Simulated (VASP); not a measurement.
A run of VASP 6.6.1 is set up as follows.

INCAR

```
SYSTEM = FeO
PREC = Accurate
ENCUT = 600
EDIFF = 1E-6
ISMEAR = -1
SIGMA = 0.05
LREAL = .False.
LASPH = .True.
NELM = 200
ALGO = Normal
ISIF = 2
LWAVE = .False.
LCHARG = .False.
ISPIN = 2
MAGMOM = 3 0
LORBIT = 11
LMAXMIX = 4
GGA = PS
NBANDS = 22
GGA_COMPAT = .False.
```

KPOINTS

```
regular mesh
0
Gamma
  9 9 9
  0 0 0
```

POSCAR

```
FeO
1.0
    0.0000000000      2.1338460000      2.1554000000
    2.1338460000      0.0000000000      2.1554000000
    2.1338460000      2.1338460000      0.0000000000
Fe O
1 1
Direct
    0.0000000000      0.0000000000      0.0000000000
    0.5000000000      0.5000000000      0.5000000000
```

Potentials or basis: VASP PAW PBE potentials, release 64 (Fe_sv, O).

The run is started by

```console
$ cat potpaw_PBE.64/Fe_sv/POTCAR potpaw_PBE.64/O/POTCAR > POTCAR
$ mpirun -np 1 vasp_std > vasp.out
```

**Question.** Predict the net moment.

**Answer.** 4.00 μB per cell.

**Question.** What does it give for the site moments?

**Answer.** Fe +3.46; O +0.30 μB.

Stress tensor (GPa, compression positive):
```
-6.81  0.00  0.00
 0.00 -6.81  0.00
 0.00  0.00 -8.07
```

Caveat: the PAW data sets were made with another functional, which shifts forces and pressure a little; a cell with one magnetic atom can't hold antiferromagnetic order, which such compounds often take.
